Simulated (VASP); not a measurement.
## Rh: relaxation of cell and atoms with PBE

Rh:

```
Rh
1.0
     0.00000    1.91525    1.91525
     1.91525    0.00000    1.91525
     1.91525    1.91525    0.00000
Rh
1
Direct
  0.50000 0.50000 0.50000
```

The cell was built from a structure type or drawn by symmetry, and may not be a known phase.

* Program: VASP 6.6.1
* Task: relaxation of cell and atoms
* Functional: PBE
* Potentials or basis: VASP PAW PBE potentials, release 64 (Rh_pv)
* Cutoff: 600 eV
* k mesh: 24 × 24 × 24
* Occupations: gaussian, width 0.1 eV
* Spin: no spin polarisation
* Dipole correction: no
* Further INCAR settings: ALGO = Fast; EDIFF = 1e-07; IBRION = 2; EDIFFG = -0.01; NSW = 100; ISIF = 3

- Relaxed volume: 14.04 Å³/atom
- Relaxed cell: a = 2.708 Å, b = 2.708 Å, c = 2.708 Å, α = 60.00°, β = 60.00°, γ = 60.00°
- Space group after relaxing (to 0.1 Å): Fm-3m (No. 225)
- Energy gained by relaxing: 0.0 meV/atom
- Ionic steps: 3
- Pressure after relaxing: 0.0 GPa
- Band gap on the k mesh: zero (an odd number of electrons rules out a gap without spin polarisation)

Final structure:
```
CELL_PARAMETERS angstrom
0.00000 1.91463 1.91463
1.91463 0.00000 1.91463
1.91463 1.91463 0.00000
ATOMIC_POSITIONS crystal
Rh 0.50000 0.50000 0.50000
```

Levels at points of the mesh, in eV from the Fermi level:
```
           k point  band 5  band 6  band 7  band 8  band 9  band 10
(0.00, 0.00, 0.00)   -2.98   -2.98   -2.98   -0.96   -0.96    16.01
(0.50, 0.00, 0.00)   -3.05   -3.05    0.55    0.55    0.76     8.43
(0.50, 0.50, 0.00)   -5.76    0.52    0.95    0.95    3.24    12.02
```

It took 2.5 min on 1 thread of Intel(R) Xeon(R) Platinum 8259CL CPU @ 2.50GHz (Skylake/Cascade Lake), with other jobs on the host, peak memory 0.21 GiB.
